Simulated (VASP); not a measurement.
Set up this calculation in VASP 6.6.1, as the native input.

```
Task                   : single point
Functional             : PBE
Potentials or basis    : VASP PAW PBE potentials, release 64 (Hg)
Cutoff                 : 520 eV
k mesh                 : 18 × 18 × 18
Occupations            : gaussian, width 0.1 eV
Spin                   : no spin polarisation
Dipole correction      : no
Further INCAR settings : ALGO = Fast; EDIFF = 1e-06; NBANDS = 12
```

The structure of Hg lies in POSCAR:

```
Hg
1.0
    3.0955948737      0.0000000000      0.0000000000
    0.0000000000      3.0955948737      0.0000000000
    0.0000000000      0.0000000000      3.0955948737
Hg
1
Direct
    0.5000000000      0.5000000000      0.5000000000
```

The input as run:

INCAR

```
PREC     = Accurate       # precision mode
ENCUT    = 520            # plane-wave cutoff, eV
EDIFF    = 1E-6           # SCF threshold, eV
ISMEAR   = 0              # smearing method
SIGMA    = 0.1            # smearing width, eV
LREAL    = F              # projectors in reciprocal space
LASPH    = T              # aspherical terms in the spheres
NELM     = 100            # most SCF steps
ALGO     = Fast           # electronic algorithm
ISIF     = 2              # what is computed and relaxed
LWAVE    = F              # write WAVECAR
LCHARG   = F              # write CHGCAR
GGA      = PE             # functional
NBANDS   = 12             # bands
```

KPOINTS

```
Automatic mesh
0
Gamma
  18 18 18
```

Potentials or basis: VASP PAW PBE potentials, release 64 (Hg).

Command:

```console
$ cat potpaw_PBE.64/Hg/POTCAR > POTCAR
$ mpirun -np 1 vasp_std > vasp.out
```

It gave:

```json
{"Pressure": "0.2 GPa", "Band gap on the k mesh": "zero (bands 6 and 7 overlap by 5.04 eV)"}
```

Caveat: spin-orbit coupling is left out, which moves the levels of the heavy elements.

It took 14 s on 1 thread of Intel(R) Xeon(R) 6975P-C (Granite Rapids) (shared host), peak memory 0.19 GiB.
